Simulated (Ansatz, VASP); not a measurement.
Rh in VASP and in Ansatz

Contents of INCAR:

```
PREC = Accurate ; ENCUT = 520
EDIFF = 1E-7 ; ISMEAR = 0
SIGMA = 0.15 ; LREAL = F
LASPH = T ; NELM = 100
ALGO = Fast ; ISIF = 2
LWAVE = F ; LCHARG = T
GGA = PS ; LELF = T
LVHAR = T ; NBANDS = 22
```

File KPOINTS:

```
Automatic mesh
0
Gamma
  21 21 12
```

Contents of POSCAR:

```
Rh
1.0
    2.8359820171      0.0000000000      0.0000000000
   -1.4179910086      2.4560324715      0.0000000000
    0.0000000000      0.0000000000      4.0475135348
Rh
2
Direct
    0.6666666667      0.3333333333      0.7500000000
    0.3333333333      0.6666666667      0.2500000000
```

Input for Ansatz:

```yaml
crystal:
  lattice:
    - [2.8359820171, 0.0, 0.0]
    - [-1.4179910086, 2.4560324715, 0.0]
    - [0.0, 0.0, 4.0475135348]
  atoms:
    - { symbol: Rh, position: [0.6666666667, 0.3333333333, 0.75] }
    - { symbol: Rh, position: [0.3333333333, 0.6666666667, 0.25] }
basis:
  ecutwfc: 420
kpoints:
  mp_grid: { grid: [21, 21, 12] }
hamiltonian:
  xc: pbesol
  pseudopotentials: { kind: paw, azcp: { folder: soft_1 } }
scf:
  occupations: { method: gaussian, width: 0.15 }
output:
  forces: true
  stress: true
  eigenvalues: true
```

Alike in both runs: task single point; functional PBEsol; k mesh 21 × 21 × 12; occupations gaussian, width 0.15 eV; no spin polarisation.

|  | VASP | Ansatz |
| --- | --- | --- |
| version | VASP 6.6.1 | Ansatz 0.2.0 |
| potentials or method | VASP PAW PBE potentials, release 64 (Rh_pv), cutoff 520 eV | scalar-relativistic, plane waves, PAW |
| valence electrons in the cell | 30 | 34 |

|  | VASP | Ansatz | Ansatz less VASP |
| --- | --- | --- | --- |
| gap on the k mesh at the Fermi level (eV) | none | none | - |
| pressure (GPa) | -5.8 | -5.7 | +0.10 |
| traceless stress, the component that is largest in VASP (GPa) | 17.44 | 17.50 | +0.059 |

VASP's potentials were made for PBE, not for PBEsol, and Ansatz warns of the same on its side. A gap of «none» marks a metal or a gap that the smearing closes. VASP's potentials hold 30 valence electrons a cell and Ansatz's 34, so a difference there can come from the potentials and not from the codes.
